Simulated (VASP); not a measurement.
# BaH (Pm-3m) in VASP: notebook

Runs on BaH. Level: PBE. Tasks: single point, relaxation of cell and atoms.

Program: VASP 6.6.1. These are calculated values, not measurements. Logs are shortened: lines on timing, memory, paths and dates and some standing lists are left out, and cuts for length are marked.

## Step 1: The cell of the first run

Symmetry: Pm-3m, No. 221, cubic system. The conventional cell has a = 3.569 Å, b = 3.569 Å, c = 3.569 Å, α = 90.00°, β = 90.00°, γ = 90.00°. Within 4.1 Å of Ba (site symmetry m-3m) lie 8 H at 3.09 Å and 6 Ba at 3.57 Å. H (site symmetry m-3m) has 8 Ba at 3.09 Å and 6 H at 3.57 Å within 4.1 Å.

## Step 2: Single point, PBE

INCAR reads:

```
PREC = Accurate
ENCUT = 520
EDIFF = 1E-7
ISMEAR = 0
SIGMA = 0.1
LREAL = F
LASPH = T
NELM = 100
ALGO = Normal
ISIF = 2
LWAVE = F
LCHARG = T
GGA = PE
LELF = T
LVHAR = T
NBANDS = 12
```

KPOINTS reads:

```
Automatic mesh
0
Gamma
  16 16 16
```

POSCAR reads:

```
BaH
1.0
    3.5692506304      0.0000000000      0.0000000000
    0.0000000000      3.5692506304      0.0000000000
    0.0000000000      0.0000000000      3.5692506304
Ba H
1 1
Direct
    0.0000000000      0.0000000000      0.0000000000
    0.5000000000      0.5000000000      0.5000000000
```

Potentials or basis: VASP PAW PBE potentials, release 64 (Ba_sv, H).

Started as:

```bash
$ cat potpaw_PBE.64/Ba_sv/POTCAR potpaw_PBE.64/H/POTCAR > POTCAR
$ mpirun -np 1 vasp_std > vasp.out
```

OUTCAR:

```text
PREC = Accurate
   ENCUT = 520
   EDIFF = 1E-7
   ISMEAR = 0
   LREAL = F
   LASPH = T
   NELM = 100
   ISIF = 2
   GGA = PE

 ion  position               nearest neighbor table
   1  0.000  0.000  0.000-
   2  0.500  0.500  0.500-

  LATTYP: Found a simple cubic cell.
 ALAT       =     3.5692506304

  Lattice vectors:

 A1 = (   3.5692506304,   0.0000000000,   0.0000000000)
 A2 = (   0.0000000000,   3.5692506304,   0.0000000000)
 A3 = (   0.0000000000,   0.0000000000,   3.5692506304)

Analysis of symmetry for initial positions (statically):
=====================================================================
 Subroutine PRICEL returns:
 Original cell was already a primitive cell.

 Routine SETGRP: Setting up the symmetry group for a
 simple cubic supercell.

 Subroutine GETGRP returns: Found 48 space group operations
 (whereof 48 operations were pure point group operations)
 out of a pool of 48 trial point group operations.

The static configuration has the point symmetry O_h .

Analysis of symmetry for dynamics (positions and initial velocities):
=====================================================================
 Subroutine PRICEL returns:
 Original cell was already a primitive cell.

 Routine SETGRP: Setting up the symmetry group for a
 simple cubic supercell.

 Subroutine GETGRP returns: Found 48 space group operations
 (whereof 48 operations were pure point group operations)
 out of a pool of 48 trial point group operations.

The dynamic configuration has the point symmetry O_h .

 Subroutine INISYM returns: Found 48 space group operations
 (whereof 48 operations are pure point group operations),
 and found     1 'primitive' translations

----------------------------------------------------------------------------------------

                                     Primitive cell

  volume of cell :      45.4706

  direct lattice vectors                    reciprocal lattice vectors
     3.569250630  0.000000000  0.000000000     0.280170855  0.000000000  0.000000000
     0.000000000  3.569250630  0.000000000     0.000000000  0.280170855  0.000000000
     0.000000000  0.000000000  3.569250630     0.000000000  0.000000000  0.280170855

  length of vectors
[... 82 lines left out ...]
   EDIFF  = 0.1E-06   stopping-criterion for ELM
   LREAL  =      F    real-space projection
   EDIFFG = 0.1E-05   stopping-criterion for IOM
   NSW    =      0    number of steps for IOM
   IBRION =     -1    ionic relax: 0-MD 1-quasi-New 2-CG
   NFREE  =      0    steps in history (QN), initial steepest desc. (CG)
   ISIF   =      2    stress and relaxation
   ISYM   =      2    0-nonsym 1-usesym 2-fastsym
   POTIM  = 0.5000    time-step for ionic-motion
   TEBEG  =    0.0;   TEEND  =   0.0 temperature during run
   PSTRESS=    0.0 pullay stress
   NELECT =      11.0000    total number of electrons
   NUPDOWN=      -1.0000    fix difference up-down
   EMIN   =  10.00;   EMAX   =-10.00  energy-range for DOS
   EFERMI =   0.00;   METHOD = LEGACY
   ISMEAR =     0;   SIGMA  =   0.10  broadening in eV -4-tet -1-fermi 0-gaus
   EFERMI_NEDOS =   21; number of points for ismear=-14 and -15
   IALGO  =     38    algorithm
   IMIX   =      4    mixing-type and parameters
     AMIX     =   0.40;   BMIX     =  1.00
     AMIX_MAG =   1.60;   BMIX_MAG =  1.00
  volume/ion in A,a.u.               =      22.74       153.43
  Fermi-wavevector in a.u.,A,eV,Ry     =   1.020067  1.927647 14.157360  1.040537
  Thomas-Fermi vector in A             =   2.153616
   LORBIT       =      0    0 simple, 1 ext, 2 COOP (PROOUT), +10 PAW based schemes
   GGA     = PE    functional components
   LHFCALC =     F    Hartree Fock is set to
   AEXX    =    0.0000 exact exchange contribution
   IVDW    =     0    specifies the selected vdW correction
   LEPSILON=     F    determine dielectric tensor
   LRPA    =     F    only Hartree local field effects (RPA)
 non-spin polarized calculation
 Gauss-broadening in eV      SIGMA  =   0.10
  energy-cutoff  :      520.00
  volume of cell :       45.47
 maximum number of plane-waves:      1246
 NGX is ok and might be reduce to    28
   NGX = 13   NGY = 13   NGZ = 13

 number of electron      10.9999999 magnetization

 Free energy of the ion-electron system (eV)
  ---------------------------------------------------
  ext. energy  EPLUGINS =         0.00000000
  ---------------------------------------------------
  free energy    TOTEN  =        -5.10060332 eV

  energy without entropy =       -5.08728344  energy(sigma->0) =       -5.09394338

 E-fermi :   3.6089     XC(G=0):  -8.9059

 val. band max:        3.6069882445   @ k =   0.1250   0.1250   0.0000
 cond. band min:       3.6108545122   @ k =   0.3125   0.2500   0.0625
 fundamental gap:      0.0038662677
 Fermi energy:         3.6088807771

 k-point     1 :       0.0000    0.0000    0.0000
  band No.  band energies     occupation
      1     -25.6668      2.00000
      2     -10.0788      2.00000
      3     -10.0788      2.00000
      4     -10.0788      2.00000
      5      -1.9878      2.00000
      6       2.9379      2.00000
      7       2.9379      2.00000
      8       8.5323      0.00000
      9       9.7254      0.00000
     10       9.7254      0.00000
     11       9.7254      0.00000
     12      11.8367      0.00000
[... 331 lines left out ...]
 k-point    24 :       0.5000    0.1250    0.0000
  band No.  band energies     occupation
      1     -25.4568      2.00000
      2     -11.6928      2.00000
      3     -10.1657      2.00000
      4      -9.8890      2.00000
      5      -0.0235      2.00000
      6       2.9666      2.00000
      7       4.1656      0.00000
      8       6.0031      0.00000
      9       6.3194      0.00000
     10       9.4637      0.00000
     11      11.2789      0.00000
     12      11.8296      0.00000

 [... further k-points ...]
[... 5 lines left out ...]
  --------------------------------------------------------------------------------------
  -------------------------------------------------------------------------------------
  Total        0.1876363      0.1876363      0.1876363      0.0000000     -0.0000000      0.0000000
  in kB        6.6114451      6.6114451      6.6114451      0.0000000     -0.0000000      0.0000000
  external PRESSURE =       6.6114451 kB  Pullay stress =       0.0000000 kB

 VOLUME and BASIS-vectors are now :
 -----------------------------------------------------------------------------
  energy-cutoff  :      520.00
  volume of cell :       45.47
      direct lattice vectors                 reciprocal lattice vectors
     3.569250630  0.000000000  0.000000000     0.280170855  0.000000000  0.000000000
     0.000000000  3.569250630  0.000000000     0.000000000  0.280170855  0.000000000
     0.000000000  0.000000000  3.569250630     0.000000000  0.000000000  0.280170855

 POSITION                                       TOTAL-FORCE (eV/Angst)
 -----------------------------------------------------------------------------------
      0.00000      0.00000      0.00000         0.000000      0.000000      0.000000
      1.78463      1.78463      1.78463         0.000000      0.000000      0.000000
 -----------------------------------------------------------------------------------
    total drift:                               -0.000000      0.000000     -0.000000

  FREE ENERGIE OF THE ION-ELECTRON SYSTEM (eV)
  ---------------------------------------------------
  free  energy   TOTEN  =        -5.1006033172 eV

  energy  without entropy=       -5.0872834428  energy(sigma->0) =       -5.09394338
```

stdout:

```text
POSCAR found type information on POSCAR BaH
 POSCAR found :  2 types and       2 ions
 scaLAPACK will be used
 LDA part: xc-table for (Slater+PW92), standard interpolation
 POSCAR, INCAR and KPOINTS ok, starting setup
 FFT: planning ... GRIDC
 FFT: planning ... GRID_SOFT
 FFT: planning ... GRID
 WAVECAR not read
 entering main loop
```

Wall time 32 s (1 thread of Intel Xeon 6975P-C (Granite Rapids), shared host); peak memory 0.22 GiB.

Results:

```
Free energy : -5.1006 eV
Pressure    : 0.7 GPa
```

Levels at points of the mesh, in eV from the Fermi level:
| k point | band 1 | band 2 | band 3 | band 4 | band 5 | band 6 | band 7 | band 8 | band 9 | band 10 |
| --- | --- | --- | --- | --- | --- | --- | --- | --- | --- | --- |
| (0.00, 0.00, 0.00) | -29.28 | -13.69 | -13.69 | -13.69 | -5.60 | -0.67 | -0.67 | 4.92 | 6.12 | 6.12 |
| (0.50, 0.00, 0.00) | -29.09 | -15.34 | -13.52 | -13.52 | -3.44 | -1.00 | 0.14 | 2.60 | 2.60 | 6.56 |
| (0.50, 0.50, 0.00) | -28.91 | -15.03 | -15.03 | -13.37 | -4.79 | 0.65 | 3.42 | 3.51 | 3.51 | 3.95 |
| (0.50, 0.50, 0.50) | -28.74 | -14.79 | -14.79 | -14.79 | -2.93 | -1.08 | -1.08 | -1.08 | 8.63 | 8.63 |

Caveat: spin-orbit coupling is left out, which moves the levels of the heavy elements.

## Step 3: Relaxation of cell and atoms, PBE

INCAR reads:

```
SYSTEM = BaH
  PREC = Accurate
  ENCUT = 600
  EDIFF = 1E-7
  ISMEAR = 0
  SIGMA = 0.1
  LREAL = .False.
  LASPH = .True.
  NELM = 100
  ALGO = Normal
  ISIF = 3
  LWAVE = .False.
  LCHARG = .False.
  GGA = PE
  IBRION = 2
  NSW = 100
  EDIFFG = -0.01
```

KPOINTS reads:

```
Automatic mesh
0
Gamma
  16 16 16
  0 0 0
```

POSCAR is that of step 2.

Potentials or basis: VASP PAW PBE potentials, release 64 (Ba_sv, H).

Started as:

```bash
$ cat potpaw_PBE.64/Ba_sv/POTCAR potpaw_PBE.64/H/POTCAR > POTCAR
$ mpirun -np 1 vasp_std > vasp.out
```

OUTCAR:

```text
SYSTEM = BaH
   PREC = Accurate
   ENCUT = 600
   EDIFF = 1E-7
   ISMEAR = 0
   LREAL = .False.
   LASPH = .True.
   NELM = 100
   ISIF = 3
   GGA = PE
   IBRION = 2
   NSW = 100
   EDIFFG = -0.01

 ion  position               nearest neighbor table
   1  0.000  0.000  0.000-
   2  0.500  0.500  0.500-

  LATTYP: Found a simple cubic cell.
 ALAT       =     3.5692506304

  Lattice vectors:

 A1 = (   3.5692506304,   0.0000000000,   0.0000000000)
 A2 = (   0.0000000000,   3.5692506304,   0.0000000000)
 A3 = (   0.0000000000,   0.0000000000,   3.5692506304)

Analysis of symmetry for initial positions (statically):
=====================================================================
 Subroutine PRICEL returns:
 Original cell was already a primitive cell.

 Routine SETGRP: Setting up the symmetry group for a
 simple cubic supercell.

 Subroutine GETGRP returns: Found 48 space group operations
 (whereof 48 operations were pure point group operations)
 out of a pool of 48 trial point group operations.

The static configuration has the point symmetry O_h .

Analysis of symmetry for dynamics (positions and initial velocities):
=====================================================================
 Subroutine PRICEL returns:
 Original cell was already a primitive cell.

 Routine SETGRP: Setting up the symmetry group for a
 simple cubic supercell.

 Subroutine GETGRP returns: Found 48 space group operations
 (whereof 48 operations were pure point group operations)
 out of a pool of 48 trial point group operations.

The dynamic configuration has the point symmetry O_h .

 Subroutine INISYM returns: Found 48 space group operations
 (whereof 48 operations are pure point group operations),
 and found     1 'primitive' translations

----------------------------------------------------------------------------------------

                                     Primitive cell

  volume of cell :      45.4706

  direct lattice vectors                    reciprocal lattice vectors
     3.569250630  0.000000000  0.000000000     0.280170855  0.000000000  0.000000000
     0.000000000  3.569250630  0.000000000     0.000000000  0.280170855  0.000000000
     0.000000000  0.000000000  3.569250630     0.000000000  0.000000000  0.280170855

  length of vectors
     3.569250630  3.569250630  3.569250630     0.280170855  0.280170855  0.280170855

  position of ions in fractional coordinates (direct lattice)
     0.000000000  0.000000000  0.000000000
     0.500000000  0.500000000  0.500000000

  ion indices of the primitive-cell ions
   primitive index   ion index
                 1           1
                 2           2

----------------------------------------------------------------------------------------

 KPOINTS: Automatic mesh

Automatic generation of k-mesh.
 Grid dimensions read from file:
 generate k-points for:   16   16   16

 Generating k-lattice:
[... 23 lines left out ...]
  0.250000  0.000000  0.000000      6.000000
  0.312500  0.000000  0.000000      6.000000
[... 16 lines left out ...]
  0.437500  0.125000  0.000000     24.000000
  0.500000  0.125000  0.000000     12.000000
 [... further k-points ...]
   k-points           NKPTS =    165   k-points in BZ     NKDIM =    165   number of bands    NBANDS=      9
   number of dos      NEDOS =    301   number of ions     NIONS =      2
   total plane-waves  NPLWV =  27000
   dimension x,y,z NGX =    30 NGY =   30 NGZ =   30
   dimension x,y,z NGXF=    60 NGYF=   60 NGZF=   60
   ions per type =               1   1
   NGX,Y,Z   is equivalent  to a cutoff of  13.97, 13.97, 13.97 a.u.
   NGXF,Y,Z  is equivalent  to a cutoff of  27.95, 27.95, 27.95 a.u.
 SYSTEM =  BaH
   PREC   = accura    normal or accurate (medium, high low for compatibility)
   ISTART =      0    job   : 0-new  1-cont  2-samecut
   ICHARG =      2    charge: 1-file 2-atom 10-const
   ISPIN  =      1    spin polarized calculation?
   LNONCOLLINEAR =      F non collinear calculations
   LSORBIT =      F    spin-orbit coupling
   LASPH  =      T    aspherical Exc in radial PAW
   ENCUT  =  600.0 eV  44.10 Ry    6.64 a.u.   7.13  7.13  7.13*2*pi/ulx,y,z
   NELM   =    100;   NELMIN=  2; NELMDL= -5     # of ELM steps
   EDIFF  = 0.1E-06   stopping-criterion for ELM
   LREAL  =      F    real-space projection
   EDIFFG = -.1E-01   stopping-criterion for IOM
   NSW    =    100    number of steps for IOM
   IBRION =      2    ionic relax: 0-MD 1-quasi-New 2-CG
   NFREE  =      1    steps in history (QN), initial steepest desc. (CG)
   ISIF   =      3    stress and relaxation
   ISYM   =      2    0-nonsym 1-usesym 2-fastsym
   POTIM  = 0.5000    time-step for ionic-motion
   TEBEG  =    0.0;   TEEND  =   0.0 temperature during run
   PSTRESS=    0.0 pullay stress
   NELECT =      11.0000    total number of electrons
   NUPDOWN=      -1.0000    fix difference up-down
   EMIN   =  10.00;   EMAX   =-10.00  energy-range for DOS
   EFERMI =   0.00;   METHOD = LEGACY
   ISMEAR =     0;   SIGMA  =   0.10  broadening in eV -4-tet -1-fermi 0-gaus
   EFERMI_NEDOS =   21; number of points for ismear=-14 and -15
   IALGO  =     38    algorithm
   IMIX   =      4    mixing-type and parameters
     AMIX     =   0.40;   BMIX     =  1.00
     AMIX_MAG =   1.60;   BMIX_MAG =  1.00
  volume/ion in A,a.u.               =      22.74       153.43
  Fermi-wavevector in a.u.,A,eV,Ry     =   1.020067  1.927647 14.157360  1.040537
  Thomas-Fermi vector in A             =   2.153616
   LORBIT       =      0    0 simple, 1 ext, 2 COOP (PROOUT), +10 PAW based schemes
   GGA     = PE    functional components
   LHFCALC =     F    Hartree Fock is set to
   AEXX    =    0.0000 exact exchange contribution
   IVDW    =     0    specifies the selected vdW correction
   LEPSILON=     F    determine dielectric tensor
   LRPA    =     F    only Hartree local field effects (RPA)
 conjugate gradient relaxation of ions
 non-spin polarized calculation
 Gauss-broadening in eV      SIGMA  =   0.10
  energy-cutoff  :      600.00
  volume of cell :       45.47
 maximum number of plane-waves:      1568
 NGX is ok and might be reduce to    30
   NGX = 15   NGY = 15   NGZ = 15

--------------------------------------- Ionic step        1  -------------------------------------------

 number of electron      10.9999999 magnetization

 Free energy of the ion-electron system (eV)
  ---------------------------------------------------
  ext. energy  EPLUGINS =         0.00000000
  ---------------------------------------------------
  free energy    TOTEN  =        -5.10090588 eV

  energy without entropy =       -5.08758527  energy(sigma->0) =       -5.09424558

------------------------ aborting loop because EDIFF is reached ----------------------------------------

  FORCE on cell =-STRESS in cart. coord.  units (eV):
  Direction    XX          YY          ZZ          XY          YZ          ZX
  --------------------------------------------------------------------------------------
  -------------------------------------------------------------------------------------
  Total        0.1941966      0.1941966      0.1941966     -0.0000000     -0.0000000      0.0000000
  in kB        6.8425998      6.8425998      6.8425998     -0.0000000     -0.0000000      0.0000000
  external PRESSURE =       6.8425998 kB  Pullay stress =       0.0000000 kB
[... 95 lines left out ...]
--------------------------------------- Ionic step        4  -------------------------------------------

 number of electron      10.9999999 magnetization

 Free energy of the ion-electron system (eV)
  ---------------------------------------------------
  ext. energy  EPLUGINS =         0.00000000
  ---------------------------------------------------
  free energy    TOTEN  =        -5.10422365 eV

  energy without entropy =       -5.09077211  energy(sigma->0) =       -5.09749788

 E-fermi :   3.4356     XC(G=0):  -8.7697

 val. band max:        3.4356009096   @ k =   0.5000   0.3750   0.3125
 cond. band min:       3.4395085323   @ k =   0.1875   0.1875   0.0625
 fundamental gap:      0.0039076226
 Fermi energy:         3.4356394277

 k-point     1 :       0.0000    0.0000    0.0000
  band No.  band energies     occupation
      1     -25.8417      2.00000
      2     -10.3237      2.00000
      3     -10.3237      2.00000
      4     -10.3237      2.00000
      5      -2.0844      2.00000
      6       2.8138      2.00000
      7       2.8138      2.00000
      8       8.0887      0.00000
      9       9.3523      0.00000
[... 265 lines left out ...]
 k-point    24 :       0.5000    0.1250    0.0000
  band No.  band energies     occupation
      1     -25.6558      2.00000
      2     -11.8017      2.00000
      3     -10.4036      2.00000
      4     -10.1519      2.00000
      5      -0.1704      2.00000
      6       2.7515      2.00000
      7       3.9824      0.00000
      8       5.7860      0.00000
      9       6.0955      0.00000

 [... further k-points ...]
[... 5 lines left out ...]
  --------------------------------------------------------------------------------------
  -------------------------------------------------------------------------------------
  Total       -0.0014141     -0.0014141     -0.0014141      0.0000000     -0.0000000      0.0000000
  in kB       -0.0481173     -0.0481173     -0.0481173      0.0000000     -0.0000000      0.0000000
  external PRESSURE =      -0.0481173 kB  Pullay stress =       0.0000000 kB
[... 17 lines left out ...]
  FREE ENERGIE OF THE ION-ELECTRON SYSTEM (eV)
  ---------------------------------------------------
  free  energy   TOTEN  =        -5.1042236486 eV

  energy  without entropy=       -5.0907721127  energy(sigma->0) =       -5.09749788

 reached required accuracy - stopping structural energy minimisation
```

Wall time 1.7 min (1 thread of Intel Xeon 6975P-C (Granite Rapids), shared host); peak memory 0.25 GiB.

Results:

| Property | Result |
| --- | --- |
| Free energy | -5.1042 eV |
| Relaxed volume | 23.54 Å³/atom |
| Relaxed cell | a = 3.611 Å, b = 3.611 Å, c = 3.611 Å, α = 90.00°, β = 90.00°, γ = 90.00° |
| Space group after relaxing (to 0.05 Å) | Pm-3m (No. 221) |
| Energy gained by relaxing | 1.7 meV/atom |
| Ionic steps | 4 |
| Pressure after relaxing | 0.0 GPa |

The path:
```
step  energy change (eV)  largest force (eV/Å)  pressure (GPa)  volume (Å³)
   1              0.0000                0.0000            0.68        45.47
   2             -0.0022                0.0000            0.40        46.11
   3             -0.0033                0.0000           -0.08        47.29
   4             -0.0033                0.0000            0.00        47.09
```

Final structure:
```
Ba H
1.0
     3.61103    0.00000    0.00000
     0.00000    3.61103    0.00000
     0.00000    0.00000    3.61103
Ba H
1 1
Direct
  0.00000 0.00000 0.00000
  0.50000 0.50000 0.50000
```

Caveat: spin-orbit coupling is left out, which moves the levels of the heavy elements.

[end of part 1 of 2]
